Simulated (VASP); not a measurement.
# BeSe (zincblende type) (F-43m) in VASP: notebook, part 2 of 2

VASP 6.6.1. The steps go on from the part before.

## Step 3: Electric field gradients, PBEsol

INCAR

```
  PREC = Accurate
  ENCUT = 520
  EDIFF = 1E-8
  ISMEAR = -1
  SIGMA = 0.05
  LREAL = False
  LASPH = True
  NELM = 120
  ALGO = Normal
  ISIF = 2
  LWAVE = False
  LCHARG = False
  GGA = PS
  LEFG = True
  NBANDS = 11
  GGA_COMPAT = False
```

KPOINTS

```
regular mesh
0
Gamma
  14 14 14
```

POSCAR

```
BeSe
1.0
    0.0000000000      2.5885384557      2.5885384557
    2.5885384557      0.0000000000      2.5885384557
    2.5885384557      2.5885384557      0.0000000000
Be Se
1 1
Direct
    0.0000000000      0.0000000000      0.0000000000
    0.2500000000      0.2500000000      0.2500000000
```

Potentials or basis: VASP PAW PBE potentials, release 64 (Be, Se).

Started as:

```
$ cat potpaw_PBE.64/Be/POTCAR potpaw_PBE.64/Se/POTCAR > POTCAR
$ mpirun -np 1 vasp_std > vasp.out
```

OUTCAR:

```text
PREC = Accurate
   ENCUT = 520
   EDIFF = 1E-8
   ISMEAR = -1
   LREAL = False
   LASPH = True
   NELM = 120
   ISIF = 2
   GGA = PS

 ion  position               nearest neighbor table
   1  0.000  0.000  0.000-   2 2.24   2 2.24   2 2.24   2 2.24
   2  0.250  0.250  0.250-   1 2.24   1 2.24   1 2.24   1 2.24

  LATTYP: Found a face centered cubic cell.
 ALAT       =     5.1770769114

  Lattice vectors:

 A1 = (   0.0000000000,   2.5885384557,   2.5885384557)
 A2 = (   2.5885384557,   0.0000000000,   2.5885384557)
 A3 = (   2.5885384557,   2.5885384557,   0.0000000000)

Analysis of symmetry for initial positions (statically):
=====================================================================
 Subroutine PRICEL returns:
 Original cell was already a primitive cell.

 Routine SETGRP: Setting up the symmetry group for a
 face centered cubic supercell.

 Subroutine GETGRP returns: Found 24 space group operations
[... 522 lines left out ...]
  volume of cell :       34.69
      direct lattice vectors                 reciprocal lattice vectors
     0.000000000  2.588538456  2.588538456    -0.193159193  0.193159193  0.193159193
     2.588538456  0.000000000  2.588538456     0.193159193 -0.193159193  0.193159193
     2.588538456  2.588538456  0.000000000     0.193159193  0.193159193 -0.193159193

 POSITION                                       TOTAL-FORCE (eV/Angst)
 -----------------------------------------------------------------------------------
      0.00000      0.00000      0.00000        -0.000000     -0.000000     -0.000000
      1.29427      1.29427      1.29427         0.000000      0.000000      0.000000
 -----------------------------------------------------------------------------------
    total drift:                                0.000000      0.000000      0.000000

  FREE ENERGIE OF THE ION-ELECTRON SYSTEM (eV)
  ---------------------------------------------------
  free  energy   TOTEN  =        -9.4451561774 eV

  energy  without entropy=       -9.4451561774  energy(sigma->0) =       -9.44515618

 Electric field gradients (V/A^2)
---------------------------------------------------------------------
 ion       V_xx      V_yy      V_zz      V_xy      V_xz      V_yz
---------------------------------------------------------------------
   1      -0.000     0.000    -0.000     0.000     0.000     0.000
   2      -0.000    -0.000    -0.000    -0.000    -0.000    -0.000
---------------------------------------------------------------------

 Electric field gradients after diagonalization (V/A^2)
 (convention: |V_zz| > |V_xx| > |V_yy|)
----------------------------------------------------------------------
 ion       V_xx      V_yy      V_zz     asymmetry (V_yy - V_xx)/ V_zz
----------------------------------------------------------------------
   1      -0.000    -0.000     0.000       0.000
   2       0.000     0.000    -0.001       0.000
----------------------------------------------------------------------

           NMR quadrupolar parameters

 Cq : quadrupolar parameter    Cq=e*Q*V_zz/h
 eta: asymmetry parameters     (V_yy - V_xx)/ V_zz
 Q  : nuclear electric quadrupole moment in mb (millibarn)
----------------------------------------------------------------------
 ion       Cq(MHz)       eta       Q (mb)
----------------------------------------------------------------------
   1       0.000       0.000       1.000
   2      -0.000       0.000       1.000
----------------------------------------------------------------------
```

OSZICAR:

```text
N       E                     dE             d eps       ncg     rms          rms(c)
DAV:   1     0.208599689741E+02    0.20860E+02   -0.35765E+03  2288   0.605E+02
DAV:   2    -0.825966045388E+01   -0.29120E+02   -0.28016E+02  2909   0.107E+02
DAV:   3    -0.956851051909E+01   -0.13089E+01   -0.13066E+01  2997   0.235E+01
DAV:   4    -0.957383254658E+01   -0.53220E-02   -0.53215E-02  2680   0.167E+00
DAV:   5    -0.957384915759E+01   -0.16611E-04   -0.16611E-04  2947   0.967E-02    0.326E+00
DAV:   6    -0.948238370316E+01    0.91465E-01   -0.49272E-02  2590   0.105E+00    0.199E+00
DAV:   7    -0.944459395686E+01    0.37790E-01   -0.79402E-02  2725   0.137E+00    0.237E-01
DAV:   8    -0.944504240304E+01   -0.44845E-03   -0.19954E-03  2652   0.250E-01    0.772E-02
DAV:   9    -0.944515503790E+01   -0.11263E-03   -0.17241E-04  2772   0.846E-02    0.346E-02
DAV:  10    -0.944515302088E+01    0.20170E-05   -0.92242E-06  2728   0.140E-02    0.148E-02
DAV:  11    -0.944515610114E+01   -0.30803E-05   -0.42336E-06  2638   0.118E-02    0.280E-03
DAV:  12    -0.944515612888E+01   -0.27746E-07   -0.10891E-07  2968   0.213E-03    0.573E-04
DAV:  13    -0.944515617706E+01   -0.48176E-07   -0.92966E-09  2668   0.613E-04    0.449E-04
DAV:  14    -0.944515617744E+01   -0.38187E-09   -0.10651E-09  1428   0.177E-04
   1 F= -.94451562E+01 E0= -.94451562E+01  d E =-.172572E-10
```

Run time: 37 s. Hardware: 1 thread of Intel Xeon Platinum 8488C (Sapphire Rapids), shared host; peak memory 0.18 GiB.

What came out:

| Quantity | Value |
| --- | --- |
| Free energy | -9.4452 eV |
| Pressure | -1.8 GPa |
| Band gap on the k mesh | 2.51 eV (least direct gap 4.09 eV) |
| Largest electric field gradient by atom | zero within the noise of the run |

Caveat: the PAW data sets were made with another functional, which shifts forces and pressure a little. A k mesh can miss the band edges.

## Step 4: Electric field gradients, r2SCAN

POSCAR is that of step 3.

INCAR.step1

```
ALGO = Normal ; EDIFF = 1E-5
ENCUT = 580 ; GGA = PE
GGA_COMPAT = F ; ISMEAR = -1
LASPH = T ; LCHARG = F
LREAL = F ; LWAVE = T
NBANDS = 11 ; NELM = 120
PREC = Accurate ; SIGMA = 0.05
```

INCAR.step2

```
ALGO = Normal ; EDIFF = 1E-8
ENCUT = 580 ; GGA_COMPAT = F
ISIF = 2 ; ISMEAR = -1
ISTART = 1 ; LASPH = T
LCHARG = F ; LEFG = T
LMIXTAU = T ; LREAL = F
LWAVE = F ; METAGGA = R2SCAN
NBANDS = 11 ; NELM = 120
PREC = Accurate ; SIGMA = 0.05
```

KPOINTS

```
k-points
0
Gamma
  14 14 14
```

Potentials or basis: VASP PAW PBE potentials, release 64 (Be, Se).

Started as:

```
$ cat potpaw_PBE.64/Be/POTCAR potpaw_PBE.64/Se/POTCAR > POTCAR
$ cp INCAR.step1 INCAR
$ mpirun -np 1 vasp_std > vasp.out
$ cp INCAR.step2 INCAR
$ mpirun -np 1 vasp_std > vasp.out
```

OUTCAR:

```text
EDIFF = 1E-8
   ENCUT = 580
   ISIF = 2
   ISMEAR = -1
   ISTART = 1
   LASPH = T
   LREAL = F
   METAGGA = R2SCAN
   NELM = 120
   PREC = Accurate

 ion  position               nearest neighbor table
   1  0.000  0.000  0.000-   2 2.24   2 2.24   2 2.24   2 2.24
   2  0.250  0.250  0.250-   1 2.24   1 2.24   1 2.24   1 2.24

  LATTYP: Found a face centered cubic cell.
 ALAT       =     5.1770769114

  Lattice vectors:

 A1 = (   0.0000000000,   2.5885384557,   2.5885384557)
 A2 = (   2.5885384557,   0.0000000000,   2.5885384557)
[... 548 lines left out ...]
  ---------------------------------------------------
  free  energy   TOTEN  =       -20.5291634483 eV

  energy  without entropy=      -20.5291634483  energy(sigma->0) =      -20.52916345

 Electric field gradients (V/A^2)
---------------------------------------------------------------------
 ion       V_xx      V_yy      V_zz      V_xy      V_xz      V_yz
---------------------------------------------------------------------
   1      -0.000     0.000    -0.000    -0.000    -0.000    -0.000
   2      -0.000     0.000    -0.000     0.000     0.000     0.000
---------------------------------------------------------------------

 Electric field gradients after diagonalization (V/A^2)
 (convention: |V_zz| > |V_xx| > |V_yy|)
----------------------------------------------------------------------
 ion       V_xx      V_yy      V_zz     asymmetry (V_yy - V_xx)/ V_zz
----------------------------------------------------------------------
   1       0.000     0.000    -0.000       0.000
   2      -0.000    -0.000     0.001       0.000
----------------------------------------------------------------------

           NMR quadrupolar parameters

 Cq : quadrupolar parameter    Cq=e*Q*V_zz/h
 eta: asymmetry parameters     (V_yy - V_xx)/ V_zz
 Q  : nuclear electric quadrupole moment in mb (millibarn)
----------------------------------------------------------------------
 ion       Cq(MHz)       eta       Q (mb)
----------------------------------------------------------------------
   1      -0.000       0.000       1.000
   2       0.000       0.000       1.000
----------------------------------------------------------------------
```

OUTCAR.step1:

```text
EDIFF = 1E-5
   ENCUT = 580
   GGA = PE
   ISMEAR = -1
   LASPH = T
   LREAL = F
[... 555 lines left out ...]
 -----------------------------------------------------------------------------------
      0.00000      0.00000      0.00000        -0.000000     -0.000000      0.000000
      1.29427      1.29427      1.29427         0.000000      0.000000     -0.000000
 -----------------------------------------------------------------------------------
    total drift:                                0.000000      0.000000      0.000000

  FREE ENERGIE OF THE ION-ELECTRON SYSTEM (eV)
  ---------------------------------------------------
  free  energy   TOTEN  =        -8.8595394945 eV

  energy  without entropy=       -8.8595394944  energy(sigma->0) =       -8.85953949
```

It took 3.1 min on 1 thread of Intel Xeon Platinum 8488C (Sapphire Rapids), shared host; peak memory 0.2 GiB.

Results:

* Free energy: -20.5292 eV
* Pressure: -0.4 GPa
* Band gap on the k mesh: 3.14 eV (least direct gap 4.97 eV)
* Largest electric field gradient by atom: zero within the noise of the run

Levels at points of the mesh, in eV from the valence-band top:
```tsv
k point	band 2	band 3	band 4	band 5	band 6	band 7
(0.00, 0.00, 0.00)	0.00	0.00	0.00	4.97	5.60	5.60
(0.50, 0.00, 0.00)	-5.74	-1.07	-1.07	4.88	6.55	6.55
(0.50, 0.50, 0.00)	-5.14	-2.65	-2.65	3.14	4.68	12.60
```

Caveat: the PAW data sets were made with another functional, which shifts forces and pressure a little. A k mesh can miss the band edges.

## Step 5: Overview

| level | potentials or basis | cutoff (eV) | gap on the mesh (eV) | pressure (GPa) |
| --- | --- | --- | --- | --- |
| LDA | VASP PAW LDA potentials, release 64 (Be, Se) | 520 | 2.51 | -4.0 |
| PBEsol | VASP PAW PBE potentials, release 64 (Be, Se) | 520 | 2.51 | -1.8 |
| r2SCAN | VASP PAW PBE potentials, release 64 (Be, Se) | 580 | 3.14 | -0.4 |

Alike in all rows: task electric field gradients; no spin polarisation; cell as given; k mesh 14 × 14 × 14; smearing fermi-dirac 0.05 eV.

Caveats: the PAW data sets were made with another functional, which shifts forces and pressure a little (at least some runs); the cell stands under tension (at least some runs).

Absolute energies hang on the potentials; compare differences alone.
